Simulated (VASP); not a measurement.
# KF (F-43m) in VASP: single point with PBE

Aim: the single point of KF with PBE.

All numbers are computed with VASP 6.6.1; they aren't measurements. Logs are shortened: lines on timing, memory, paths and dates and some standing lists are left out, and cuts for length are marked.

**1. The cell of the first run**

It takes space group F-43m (No. 216, cubic). The conventional cell has a = 5.871 Å, b = 5.871 Å, c = 5.871 Å, α = 90.00°, β = 90.00°, γ = 90.00°. Within 3.4 Å of K (site symmetry -43m) lie 4 F at 2.54 Å. F (site symmetry -43m) has 4 K at 2.54 Å within 3.4 Å.

**2. Single point, PBE**

The input, INCAR:

```
PREC     = Accurate       # precision mode
ENCUT    = 600            # plane-wave cutoff, eV
EDIFF    = 1E-6           # SCF threshold, eV
ISMEAR   = 0              # smearing method
SIGMA    = 0.01           # smearing width, eV
LREAL    = False          # projectors in reciprocal space
LASPH    = True           # aspherical terms in the spheres
NELM     = 120            # most SCF steps
ALGO     = Normal         # electronic algorithm
ISIF     = 2              # what is computed and relaxed
LWAVE    = False          # write WAVECAR
LCHARG   = False          # write CHGCAR
GGA      = PE             # functional
NBANDS   = 15             # bands
GGA_COMPAT= False
```

The input, KPOINTS:

```
regular mesh
0
Gamma
  6 6 6
```

The input, POSCAR:

```
KF
1.0
    0.0000000000      2.9354015259      2.9354015259
    2.9354015259      0.0000000000      2.9354015259
    2.9354015259      2.9354015259      0.0000000000
K F
1 1
Direct
    0.0000000000      0.0000000000      0.0000000000
    0.2500000000      0.2500000000      0.2500000000
```

Potentials or basis: VASP PAW PBE potentials, release 64 (K_sv, F).

Command:

```
$ cat potpaw_PBE.64/K_sv/POTCAR potpaw_PBE.64/F/POTCAR > POTCAR
$ mpirun -np 1 vasp_std > vasp.out
```

OUTCAR:

```text
PREC = Accurate
   ENCUT = 600
   EDIFF = 1E-6
   ISMEAR = 0
   LREAL = False
   LASPH = True
   NELM = 120
   ISIF = 2
   GGA = PE

 ion  position               nearest neighbor table
   1  0.000  0.000  0.000-   2 2.54   2 2.54   2 2.54   2 2.54
   2  0.250  0.250  0.250-   1 2.54   1 2.54   1 2.54   1 2.54

  LATTYP: Found a face centered cubic cell.
 ALAT       =     5.8708030518

  Lattice vectors:

 A1 = (   0.0000000000,   2.9354015259,   2.9354015259)
 A2 = (   2.9354015259,   0.0000000000,   2.9354015259)
 A3 = (   2.9354015259,   2.9354015259,   0.0000000000)

Analysis of symmetry for initial positions (statically):
=====================================================================
 Subroutine PRICEL returns:
 Original cell was already a primitive cell.

 Routine SETGRP: Setting up the symmetry group for a
 face centered cubic supercell.

 Subroutine GETGRP returns: Found 24 space group operations
 (whereof 24 operations were pure point group operations)
 out of a pool of 48 trial point group operations.

The static configuration has the point symmetry T_d .

Analysis of symmetry for dynamics (positions and initial velocities):
=====================================================================
 Subroutine PRICEL returns:
 Original cell was already a primitive cell.

 Routine SETGRP: Setting up the symmetry group for a
 face centered cubic supercell.

 Subroutine GETGRP returns: Found 24 space group operations
 (whereof 24 operations were pure point group operations)
 out of a pool of 48 trial point group operations.

The dynamic configuration has the point symmetry T_d .

 Subroutine INISYM returns: Found 24 space group operations
 (whereof 24 operations are pure point group operations),
 and found     1 'primitive' translations

----------------------------------------------------------------------------------------

                                     Primitive cell

  volume of cell :      50.5863

  direct lattice vectors                    reciprocal lattice vectors
     0.000000000  2.935401526  2.935401526    -0.170334448  0.170334448  0.170334448
     2.935401526  0.000000000  2.935401526     0.170334448 -0.170334448  0.170334448
     2.935401526  2.935401526  0.000000000     0.170334448  0.170334448 -0.170334448

  length of vectors
     4.151284649  4.151284649  4.151284649     0.295027919  0.295027919  0.295027919

  position of ions in fractional coordinates (direct lattice)
     0.000000000  0.000000000  0.000000000
     0.250000000  0.250000000  0.250000000

  ion indices of the primitive-cell ions
   primitive index   ion index
                 1           1
                 2           2

----------------------------------------------------------------------------------------

 KPOINTS: regular mesh

Automatic generation of k-mesh.
 Grid dimensions read from file:
 generate k-points for:    6    6    6

 Generating k-lattice:

  Cartesian coordinates                     Fractional coordinates (reciprocal lattice)
    -0.028389075  0.028389075  0.028389075     0.166666667  0.000000000  0.000000000
     0.028389075 -0.028389075  0.028389075     0.000000000  0.166666667  0.000000000
     0.028389075  0.028389075 -0.028389075     0.000000000  0.000000000  0.166666667

  Length of vectors
     0.049171320  0.049171320  0.049171320

  Shift w.r.t. Gamma in fractional coordinates (k-lattice)
     0.000000000  0.000000000  0.000000000

 Subroutine IBZKPT returns following result:
 ===========================================

 Found     16 irreducible k-points:

 Following reciprocal coordinates:
            Coordinates               Weight
  0.000000  0.000000  0.000000      1.000000
  0.166667  0.000000  0.000000      8.000000
  0.333333  0.000000  0.000000      8.000000
  0.500000  0.000000  0.000000      4.000000
  0.166667  0.166667  0.000000      6.000000
  0.333333  0.166667  0.000000     24.000000
[... 8 lines left out ...]
 -0.333333  0.333333  0.166667     24.000000
 -0.333333  0.500000  0.166667     12.000000
   k-points           NKPTS =     16   k-points in BZ     NKDIM =     16   number of bands    NBANDS=     15
   number of dos      NEDOS =    301   number of ions     NIONS =      2
   total plane-waves  NPLWV =  46656
   dimension x,y,z NGX =    36 NGY =   36 NGZ =   36
   dimension x,y,z NGXF=    72 NGYF=   72 NGZF=   72
   ions per type =               1   1
   NGX,Y,Z   is equivalent  to a cutoff of  14.42, 14.42, 14.42 a.u.
   NGXF,Y,Z  is equivalent  to a cutoff of  28.83, 28.83, 28.83 a.u.
 SYSTEM =  unknown system
   PREC   = accura    normal or accurate (medium, high low for compatibility)
   ISTART =      0    job   : 0-new  1-cont  2-samecut
   ICHARG =      2    charge: 1-file 2-atom 10-const
   ISPIN  =      1    spin polarized calculation?
   LNONCOLLINEAR =      F non collinear calculations
   LSORBIT =      F    spin-orbit coupling
   LASPH  =      T    aspherical Exc in radial PAW
   ENCUT  =  600.0 eV  44.10 Ry    6.64 a.u.   8.29  8.29  8.29*2*pi/ulx,y,z
   NELM   =    120;   NELMIN=  2; NELMDL= -5     # of ELM steps
   EDIFF  = 0.1E-05   stopping-criterion for ELM
   LREAL  =      F    real-space projection
   EDIFFG = 0.1E-04   stopping-criterion for IOM
   NSW    =      0    number of steps for IOM
   IBRION =     -1    ionic relax: 0-MD 1-quasi-New 2-CG
   NFREE  =      0    steps in history (QN), initial steepest desc. (CG)
   ISIF   =      2    stress and relaxation
   ISYM   =      2    0-nonsym 1-usesym 2-fastsym
   POTIM  = 0.5000    time-step for ionic-motion
   TEBEG  =    0.0;   TEEND  =   0.0 temperature during run
   PSTRESS=    0.0 pullay stress
   NELECT =      16.0000    total number of electrons
   NUPDOWN=      -1.0000    fix difference up-down
   EMIN   =  10.00;   EMAX   =-10.00  energy-range for DOS
   EFERMI =   0.00;   METHOD = LEGACY
   ISMEAR =     0;   SIGMA  =   0.01  broadening in eV -4-tet -1-fermi 0-gaus
   EFERMI_NEDOS =   21; number of points for ismear=-14 and -15
   IALGO  =     38    algorithm
   IMIX   =      4    mixing-type and parameters
     AMIX     =   0.40;   BMIX     =  1.00
     AMIX_MAG =   1.60;   BMIX_MAG =  1.00
  volume/ion in A,a.u.               =      25.29       170.69
  Fermi-wavevector in a.u.,A,eV,Ry     =   1.115417  2.107833 16.927762  1.244155
  Thomas-Fermi vector in A             =   2.252022
   LORBIT       =      0    0 simple, 1 ext, 2 COOP (PROOUT), +10 PAW based schemes
   GGA     = PE    functional components
   LHFCALC =     F    Hartree Fock is set to
   AEXX    =    0.0000 exact exchange contribution
   IVDW    =     0    specifies the selected vdW correction
   LEPSILON=     F    determine dielectric tensor
   LRPA    =     F    only Hartree local field effects (RPA)
 non-spin polarized calculation
 Gauss-broadening in eV      SIGMA  =   0.01
  energy-cutoff  :      600.00
  volume of cell :       50.59
 maximum number of plane-waves:      1711
 NGX is ok and might be reduce to    36
   NGX = 17   NGY = 17   NGZ = 17

 number of electron      16.0000005 magnetization

 Free energy of the ion-electron system (eV)
  ---------------------------------------------------
  ext. energy  EPLUGINS =         0.00000000
  ---------------------------------------------------
  free energy    TOTEN  =        -8.12305659 eV

  energy without entropy =       -8.12305659  energy(sigma->0) =       -8.12305659

 E-fermi :  -3.5216     XC(G=0):  -7.0163

 val. band max:       -3.6525599796   @ k =  -0.3333   0.5000   0.1667
 cond. band min:       1.5079848688   @ k =   0.0000   0.0000   0.0000
 fundamental gap:      5.1605448485
 Fermi energy:        -3.5215551256

 k-point     1 :       0.0000    0.0000    0.0000
  band No.  band energies     occupation
      1     -29.8405      2.00000
      2     -22.1806      2.00000
      3     -13.2455      2.00000
      4     -13.2455      2.00000
      5     -13.2455      2.00000
      6      -3.8614      2.00000
      7      -3.8614      2.00000
      8      -3.8614      2.00000
      9       1.5080      0.00000
     10       8.1072      0.00000
     11       8.1072      0.00000
     12       8.2470      0.00000
     13       8.2470      0.00000
     14       8.2470      0.00000
     15      13.2406      0.00000

 k-point     2 :       0.1667    0.0000    0.0000
  band No.  band energies     occupation
      1     -29.8302      2.00000
      2     -22.2009      2.00000
      3     -13.2729      2.00000
      4     -13.2577      2.00000
      5     -13.2577      2.00000
      6      -3.9058      2.00000
      7      -3.8375      2.00000
      8      -3.8375      2.00000
      9       2.0482      0.00000
     10       7.6700      0.00000
     11       7.6700      0.00000
     12       7.7782      0.00000
     13       8.6747      0.00000
     14       8.6747      0.00000
     15      11.6458      0.00000

 k-point     3 :       0.3333    0.0000    0.0000
  band No.  band energies     occupation
      1     -29.8095      2.00000
      2     -22.2413      2.00000
      3     -13.3305      2.00000
      4     -13.2819      2.00000
      5     -13.2819      2.00000
      6      -3.9341      2.00000
      7      -3.7917      2.00000
      8      -3.7917      2.00000
      9       3.3008      0.00000
     10       6.6299      0.00000
     11       7.3430      0.00000
     12       7.3430      0.00000
     13       9.1116      0.00000
     14       9.1116      0.00000
     15      10.5105      0.00000

 k-point     4 :       0.5000    0.0000    0.0000
  band No.  band energies     occupation
      1     -29.7991      2.00000
      2     -22.2614      2.00000
      3     -13.3606      2.00000
      4     -13.2939      2.00000
      5     -13.2939      2.00000
      6      -3.9237      2.00000
      7      -3.7699      2.00000
      8      -3.7699      2.00000
      9       4.3534      0.00000
     10       5.5604      0.00000
     11       7.2444      0.00000
     12       7.2444      0.00000
     13       9.3388      0.00000
     14       9.3388      0.00000
     15      10.5025      0.00000
[... 163 lines left out ...]
 k-point    14 :       0.5000    0.3333    0.1667
  band No.  band energies     occupation
      1     -29.7957      2.00000
      2     -22.2676      2.00000
      3     -13.4045      2.00000
      4     -13.3280      2.00000
      5     -13.2286      2.00000
      6      -3.9735      2.00000
      7      -3.7691      2.00000
      8      -3.7134      2.00000
      9       4.0264      0.00000
     10       5.5916      0.00000
     11       7.5039      0.00000
     12       7.9394      0.00000
     13       9.1165      0.00000
     14       9.7262      0.00000
     15      10.8832      0.00000

 k-point    15 :      -0.3333    0.3333    0.1667
  band No.  band energies     occupation
      1     -29.7888      2.00000
      2     -22.2808      2.00000
      3     -13.4390      2.00000
      4     -13.3443      2.00000
      5     -13.2130      2.00000
      6      -3.9100      2.00000
      7      -3.8147      2.00000
      8      -3.6863      2.00000
      9       4.4966      0.00000
     10       5.2954      0.00000
     11       7.4343      0.00000
     12       8.0701      0.00000
     13       9.2148      0.00000
     14       9.9211      0.00000
     15      10.4312      0.00000

 k-point    16 :      -0.3333    0.5000    0.1667
  band No.  band energies     occupation
      1     -29.7854      2.00000
      2     -22.2874      2.00000
      3     -13.4250      2.00000
      4     -13.3734      2.00000
      5     -13.2130      2.00000
      6      -3.9915      2.00000
      7      -3.7531      2.00000
      8      -3.6526      2.00000
      9       4.6254      0.00000
     10       4.9280      0.00000
     11       8.0869      0.00000
     12       8.4581      0.00000
     13       9.5565      0.00000
     14       9.8178      0.00000
     15      10.1847      0.00000

------------------------ aborting loop because EDIFF is reached ----------------------------------------

  FORCE on cell =-STRESS in cart. coord.  units (eV):
  Direction    XX          YY          ZZ          XY          YZ          ZX
  --------------------------------------------------------------------------------------
  -------------------------------------------------------------------------------------
  Total        0.2854567      0.2854567      0.2854567      0.0000000      0.0000000      0.0000000
  in kB        9.0410375      9.0410375      9.0410375      0.0000000      0.0000000      0.0000000
  external PRESSURE =       9.0410375 kB  Pullay stress =       0.0000000 kB

 VOLUME and BASIS-vectors are now :
 -----------------------------------------------------------------------------
  energy-cutoff  :      600.00
  volume of cell :       50.59
      direct lattice vectors                 reciprocal lattice vectors
     0.000000000  2.935401526  2.935401526    -0.170334448  0.170334448  0.170334448
     2.935401526  0.000000000  2.935401526     0.170334448 -0.170334448  0.170334448
     2.935401526  2.935401526  0.000000000     0.170334448  0.170334448 -0.170334448

 POSITION                                       TOTAL-FORCE (eV/Angst)
 -----------------------------------------------------------------------------------
      0.00000      0.00000      0.00000         0.000000      0.000000      0.000000
      1.46770      1.46770      1.46770        -0.000000     -0.000000     -0.000000
 -----------------------------------------------------------------------------------
    total drift:                               -0.000000     -0.000000      0.000000

  FREE ENERGIE OF THE ION-ELECTRON SYSTEM (eV)
  ---------------------------------------------------
  free  energy   TOTEN  =        -8.1230565894 eV

  energy  without entropy=       -8.1230565894  energy(sigma->0) =       -8.12305659
```

Wall time 32 s (1 thread of Intel Xeon 8259CL, shared host); peak memory 0.2 GiB.

Results:

```
Free energy            : -8.1231 eV
Pressure               : 0.9 GPa
Band gap on the k mesh : 5.16 eV, indirect (least direct gap 5.37 eV)
```

A k mesh can miss the band edges. PBE gaps usually lie below the measured ones, often by a third to a half.
